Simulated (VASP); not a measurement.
# LiBe (Pm-3m) in VASP: notebook

The runs below take LiBe through single point, with r2SCAN.

All numbers are computed with VASP 6.6.1; they aren't measurements. Logs are shortened: lines on timing, memory, paths and dates and some standing lists are left out, and cuts for length are marked.

## (1) The cell of the first run

Symmetry: Pm-3m, No. 221, cubic system. The conventional cell has a = 2.811 Å, b = 2.811 Å, c = 2.811 Å, α = 90.00°, β = 90.00°, γ = 90.00°. Li (site symmetry m-3m) has 8 Be at 2.43 Å and 6 Li at 2.81 Å within 3.2 Å. Within 3.2 Å of Be (site symmetry m-3m) lie 8 Li at 2.43 Å and 6 Be at 2.81 Å.

## (2) Single point, r2SCAN

Contents of POSCAR:

```
LiBe
1.0
    2.8111500000      0.0000000000      0.0000000000
    0.0000000000      2.8111500000      0.0000000000
    0.0000000000      0.0000000000      2.8111500000
Li Be
1 1
Direct
    0.0000000000      0.0000000000      0.0000000000
    0.5000000000      0.5000000000      0.5000000000
```

Contents of INCAR.step1:

```
  ALGO = Normal
  EDIFF = 1E-4
  ENCUT = 520
  GGA = PE
  ISMEAR = -1
  LASPH = True
  LCHARG = False
  LREAL = False
  LWAVE = True
  NBANDS = 10
  NELM = 60
  PREC = Accurate
  SIGMA = 0.15
```

Contents of INCAR.step2:

```
  ALGO = Normal
  EDIFF = 1E-6
  ENCUT = 520
  ISIF = 2
  ISMEAR = -1
  ISTART = 1
  LASPH = True
  LCHARG = False
  LMIXTAU = True
  LREAL = False
  LWAVE = False
  METAGGA = R2SCAN
  NBANDS = 10
  NELM = 60
  PREC = Accurate
  SIGMA = 0.15
```

Contents of KPOINTS:

```
k-points
0
Gamma
  8 8 8
```

Potentials or basis: VASP PAW PBE potentials, release 64 (Li_sv, Be).

Launch:

```bash
$ cat potpaw_PBE.64/Li_sv/POTCAR potpaw_PBE.64/Be/POTCAR > POTCAR
$ cp INCAR.step1 INCAR
$ mpirun -np 1 vasp_std > vasp.out
$ cp INCAR.step2 INCAR
$ mpirun -np 1 vasp_std > vasp.out
```

OUTCAR:

```text
EDIFF = 1E-6
   ENCUT = 520
   ISIF = 2
   ISMEAR = -1
   ISTART = 1
   LASPH = True
   LREAL = False
   METAGGA = R2SCAN
   NELM = 60
   PREC = Accurate

 ion  position               nearest neighbor table
   1  0.000  0.000  0.000-   2 2.43   2 2.43   2 2.43   2 2.43   2 2.43   2 2.43   2 2.43   2 2.43

   2  0.500  0.500  0.500-   1 2.43   1 2.43   1 2.43   1 2.43   1 2.43   1 2.43   1 2.43   1 2.43

  LATTYP: Found a simple cubic cell.
 ALAT       =     2.8111500000

  Lattice vectors:

 A1 = (   2.8111500000,   0.0000000000,   0.0000000000)
 A2 = (   0.0000000000,   2.8111500000,   0.0000000000)
 A3 = (   0.0000000000,   0.0000000000,   2.8111500000)

Analysis of symmetry for initial positions (statically):
=====================================================================
 Subroutine PRICEL returns:
 Original cell was already a primitive cell.

 Routine SETGRP: Setting up the symmetry group for a
 simple cubic supercell.

 Subroutine GETGRP returns: Found 48 space group operations
 (whereof 48 operations were pure point group operations)
 out of a pool of 48 trial point group operations.

The static configuration has the point symmetry O_h .

Analysis of symmetry for dynamics (positions and initial velocities):
=====================================================================
 Subroutine PRICEL returns:
 Original cell was already a primitive cell.

 Routine SETGRP: Setting up the symmetry group for a
 simple cubic supercell.

 Subroutine GETGRP returns: Found 48 space group operations
 (whereof 48 operations were pure point group operations)
 out of a pool of 48 trial point group operations.

The dynamic configuration has the point symmetry O_h .

 Subroutine INISYM returns: Found 48 space group operations
 (whereof 48 operations are pure point group operations),
 and found     1 'primitive' translations

----------------------------------------------------------------------------------------

                                     Primitive cell

  volume of cell :      22.2153

  direct lattice vectors                    reciprocal lattice vectors
     2.811150000  0.000000000  0.000000000     0.355726304  0.000000000  0.000000000
     0.000000000  2.811150000  0.000000000     0.000000000  0.355726304  0.000000000
     0.000000000  0.000000000  2.811150000     0.000000000  0.000000000  0.355726304

  length of vectors
     2.811150000  2.811150000  2.811150000     0.355726304  0.355726304  0.355726304

  position of ions in fractional coordinates (direct lattice)
     0.000000000  0.000000000  0.000000000
     0.500000000  0.500000000  0.500000000

  ion indices of the primitive-cell ions
   primitive index   ion index
                 1           1
                 2           2

----------------------------------------------------------------------------------------

 KPOINTS: k-points

Automatic generation of k-mesh.
 Grid dimensions read from file:
 generate k-points for:    8    8    8

 Generating k-lattice:

  Cartesian coordinates                     Fractional coordinates (reciprocal lattice)
     0.044465788  0.000000000  0.000000000     0.125000000  0.000000000  0.000000000
     0.000000000  0.044465788  0.000000000     0.000000000  0.125000000  0.000000000
     0.000000000  0.000000000  0.044465788     0.000000000  0.000000000  0.125000000

  Length of vectors
     0.044465788  0.044465788  0.044465788

  Shift w.r.t. Gamma in fractional coordinates (k-lattice)
     0.000000000  0.000000000  0.000000000

 Subroutine IBZKPT returns following result:
 ===========================================

 Found     35 irreducible k-points:

 Following reciprocal coordinates:
            Coordinates               Weight
  0.000000  0.000000  0.000000      1.000000
  0.125000  0.000000  0.000000      6.000000
  0.250000  0.000000  0.000000      6.000000
  0.375000  0.000000  0.000000      6.000000
  0.500000  0.000000  0.000000      3.000000
  0.125000  0.125000  0.000000     12.000000
[... 16 lines left out ...]
  0.375000  0.375000  0.125000     24.000000
  0.500000  0.375000  0.125000     24.000000
 [... further k-points ...]
   k-points           NKPTS =     35   k-points in BZ     NKDIM =     35   number of bands    NBANDS=     10
   number of dos      NEDOS =    301   number of ions     NIONS =      2
   total plane-waves  NPLWV =  13824
   dimension x,y,z NGX =    24 NGY =   24 NGZ =   24
   dimension x,y,z NGXF=    48 NGYF=   48 NGZF=   48
   ions per type =               1   1
   NGX,Y,Z   is equivalent  to a cutoff of  14.19, 14.19, 14.19 a.u.
   NGXF,Y,Z  is equivalent  to a cutoff of  28.39, 28.39, 28.39 a.u.
 SYSTEM =  unknown system
   PREC   = accura    normal or accurate (medium, high low for compatibility)
   ISTART =      1    job   : 0-new  1-cont  2-samecut
   ICHARG =      0    charge: 1-file 2-atom 10-const
   ISPIN  =      1    spin polarized calculation?
   LNONCOLLINEAR =      F non collinear calculations
   LSORBIT =      F    spin-orbit coupling
   LASPH  =      T    aspherical Exc in radial PAW
   ENCUT  =  520.0 eV  38.22 Ry    6.18 a.u.   5.23  5.23  5.23*2*pi/ulx,y,z
   NELM   =     60;   NELMIN=  2; NELMDL=  0     # of ELM steps
   EDIFF  = 0.1E-05   stopping-criterion for ELM
   LREAL  =      F    real-space projection
   EDIFFG = 0.1E-04   stopping-criterion for IOM
   NSW    =      0    number of steps for IOM
   IBRION =     -1    ionic relax: 0-MD 1-quasi-New 2-CG
   NFREE  =      0    steps in history (QN), initial steepest desc. (CG)
   ISIF   =      2    stress and relaxation
   ISYM   =      2    0-nonsym 1-usesym 2-fastsym
   POTIM  = 0.5000    time-step for ionic-motion
   TEBEG  =    0.0;   TEEND  =   0.0 temperature during run
   PSTRESS=    0.0 pullay stress
   NELECT =       5.0000    total number of electrons
   NUPDOWN=      -1.0000    fix difference up-down
   EMIN   =  10.00;   EMAX   =-10.00  energy-range for DOS
   EFERMI =   0.00;   METHOD = LEGACY
   ISMEAR =    -1;   SIGMA  =   0.15  broadening in eV -4-tet -1-fermi 0-gaus
   EFERMI_NEDOS =   21; number of points for ismear=-14 and -15
   IALGO  =     38    algorithm
   IMIX   =      4    mixing-type and parameters
     AMIX     =   0.40;   BMIX     =  1.00
     AMIX_MAG =   1.60;   BMIX_MAG =  1.00
  volume/ion in A,a.u.               =      11.11        74.96
  Fermi-wavevector in a.u.,A,eV,Ry     =   0.995820  1.881827 13.492317  0.991657
  Thomas-Fermi vector in A             =   2.127866
   LORBIT       =      0    0 simple, 1 ext, 2 COOP (PROOUT), +10 PAW based schemes
   METAGGA = R2SCAN    functional components
   LHFCALC =     F    Hartree Fock is set to
   AEXX    =    0.0000 exact exchange contribution
   IVDW    =     0    specifies the selected vdW correction
   LEPSILON=     F    determine dielectric tensor
   LRPA    =     F    only Hartree local field effects (RPA)
 non-spin polarized calculation
  energy-cutoff  :      520.00
  volume of cell :       22.22
 maximum number of plane-waves:       624
 NGX is ok and might be reduce to    24
   NGX = 11   NGY = 11   NGZ = 11

 number of electron       5.0000006 magnetization

 Free energy of the ion-electron system (eV)
  ---------------------------------------------------
  ext. energy  EPLUGINS =         0.00000000
  ---------------------------------------------------
  free energy    TOTEN  =        -5.97639921 eV

  energy without entropy =       -5.92585976  energy(sigma->0) =       -5.95112949

 E-fermi :   2.8087     XC(G=0):  -9.7235

 val. band max:        2.6904592329   @ k =   0.3750   0.2500   0.1250
 cond. band min:       2.9599877133   @ k =   0.5000   0.5000   0.2500
 fundamental gap:      0.2695284804
 Fermi energy:         2.8087218194

 k-point     1 :       0.0000    0.0000    0.0000
  band No.  band energies     occupation
      1     -43.4401      2.00000
      2      -4.0933      2.00000
      3       9.7124      0.00000
      4       9.7124      0.00000
      5       9.7124      0.00000
      6      14.0818      0.00000
      7      14.0818      0.00000
      8      23.4723      0.00000
      9      24.7240      0.00000
     10      24.7240      0.00000

 k-point     2 :       0.1250    0.0000    0.0000
  band No.  band energies     occupation
      1     -43.4371      2.00000
      2      -3.8772      2.00000
      3       7.5249      0.00000
      4       9.9852      0.00000
      5       9.9852      0.00000
      6      14.3967      0.00000
      7      16.6438      0.00000
      8      23.4943      0.00000
      9      23.5064      0.00000
     10      23.5064      0.00000

 k-point     3 :       0.2500    0.0000    0.0000
  band No.  band energies     occupation
      1     -43.4298      2.00000
      2      -3.2297      2.00000
      3       4.5188      0.00002
      4      10.7757      0.00000
      5      10.7757      0.00000
      6      15.3385      0.00000
      7      19.8481      0.00000
      8      20.8519      0.00000
      9      20.8519      0.00000
     10      23.6446      0.00000

 k-point     4 :       0.3750    0.0000    0.0000
  band No.  band energies     occupation
      1     -43.4226      2.00000
      2      -2.1785      2.00000
      3       1.9693      1.99260
      4      11.9333      0.00000
      5      11.9333      0.00000
      6      16.8875      0.00000
      7      18.2571      0.00000
      8      18.2571      0.00000
      9      20.5942      0.00000
     10      22.1357      0.00000

 k-point     5 :       0.5000    0.0000    0.0000
  band No.  band energies     occupation
      1     -43.4196      2.00000
      2      -1.2271      2.00000
      3       0.5113      2.00000
      4      12.7067      0.00000
      5      12.7067      0.00000
      6      16.9709      0.00000
      7      16.9709      0.00000
      8      18.5404      0.00000
      9      19.8486      0.00000
     10      20.5774      0.00000

 k-point     6 :       0.1250    0.1250    0.0000
  band No.  band energies     occupation
      1     -43.4341      2.00000
      2      -3.6600      2.00000
      3       7.0950      0.00000
      4       8.6569      0.00000
      5      10.2558      0.00000
      6      15.9340      0.00000
      7      17.8101      0.00000
      8      21.8507      0.00000
      9      22.9194      0.00000
     10      23.4758      0.00000
[... 183 lines left out ...]
 k-point    21 :       0.3750    0.2500    0.1250
  band No.  band energies     occupation
      1     -43.4101      2.00000
      2      -1.0483      2.00000
      3       2.6905      1.37498
      4       7.4828      0.00000
      5      11.6918      0.00000
      6      13.1629      0.00000
      7      17.5092      0.00000
      8      19.6348      0.00000
      9      21.6301      0.00000
     10      24.1466      0.00000

 k-point    22 :       0.5000    0.2500    0.1250
  band No.  band energies     occupation
      1     -43.4072      2.00000
      2       0.0019      2.00000
      3       1.2630      1.99993
      4       8.2319      0.00000
      5      11.7039      0.00000
      6      12.3289      0.00000
      7      16.6394      0.00000
      8      19.6343      0.00000
      9      21.8036      0.00000
     10      24.6060      0.00000

 k-point    23 :       0.3750    0.3750    0.1250
  band No.  band energies     occupation
      1     -43.4034      2.00000
      2       0.0348      2.00000
      3       2.6818      1.39940
      4       5.9829      0.00000
      5      10.8462      0.00000
      6      12.7368      0.00000
      7      17.6048      0.00000
      8      18.1003      0.00000
      9      21.1691      0.00000
     10      25.8418      0.00000

 k-point    24 :       0.5000    0.3750    0.1250
  band No.  band energies     occupation
      1     -43.4005      2.00000
      2       1.1464      1.99997
      3       1.8034      1.99755
      4       5.7955      0.00000
      5       9.9423      0.00000
      6      13.2649      0.00000
      7      16.9263      0.00000
      8      17.9941      0.00000
      9      21.0561      0.00000
     10      26.1158      0.00000

 [... further k-points ...]
[... 5 lines left out ...]
  --------------------------------------------------------------------------------------
  -------------------------------------------------------------------------------------
  Total        0.1408833      0.1408833      0.1408833     -0.0000000     -0.0000000      0.0000000
  in kB       10.1605705     10.1605705     10.1605705     -0.0000000     -0.0000000      0.0000000
  external PRESSURE =      10.1605705 kB  Pullay stress =       0.0000000 kB

 VOLUME and BASIS-vectors are now :
 -----------------------------------------------------------------------------
  energy-cutoff  :      520.00
  volume of cell :       22.22
      direct lattice vectors                 reciprocal lattice vectors
     2.811150000  0.000000000  0.000000000     0.355726304  0.000000000  0.000000000
     0.000000000  2.811150000  0.000000000     0.000000000  0.355726304  0.000000000
     0.000000000  0.000000000  2.811150000     0.000000000  0.000000000  0.355726304

 POSITION                                       TOTAL-FORCE (eV/Angst)
 -----------------------------------------------------------------------------------
      0.00000      0.00000      0.00000         0.000000      0.000000      0.000000
      1.40558      1.40558      1.40558         0.000000      0.000000      0.000000
 -----------------------------------------------------------------------------------
    total drift:                               -0.000000      0.000000      0.000000

  FREE ENERGIE OF THE ION-ELECTRON SYSTEM (eV)
  ---------------------------------------------------
  free  energy   TOTEN  =        -5.9763992093 eV

  energy  without entropy=       -5.9258597649  energy(sigma->0) =       -5.95112949
```

It took 29 s on 1 thread of Intel Xeon 8259CL, shared host; peak memory 0.14 GiB.

Results:

```yaml
Free_energy: -5.9764 eV
Band_gap_on_the_k_mesh: zero (an odd number of electrons rules out a gap without spin polarisation)
```

Levels at points of the mesh, in eV from the Fermi level:
| k point | band 1 | band 2 | band 3 | band 4 | band 5 | band 6 | band 7 |
| --- | --- | --- | --- | --- | --- | --- | --- |
| (0.00, 0.00, 0.00) | -46.25 | -6.90 | 6.90 | 6.90 | 6.90 | 11.27 | 11.27 |
| (0.50, 0.00, 0.00) | -46.23 | -4.04 | -2.30 | 9.90 | 9.90 | 14.16 | 14.16 |
| (0.50, 0.50, 0.00) | -46.21 | -1.03 | -1.03 | 1.47 | 6.63 | 11.90 | 17.50 |
| (0.50, 0.50, 0.50) | -46.19 | 2.71 | 2.71 | 2.71 | 5.44 | 5.44 | 5.44 |

Caveat: the cutoff is under 1.25 times the usual one of these potentials, so pressure, stress and relaxed cells hold a basis-set (Pulay) error; the PAW data sets were made with another functional, which shifts forces and pressure a little.

(Part 1 of 2 ends here.)
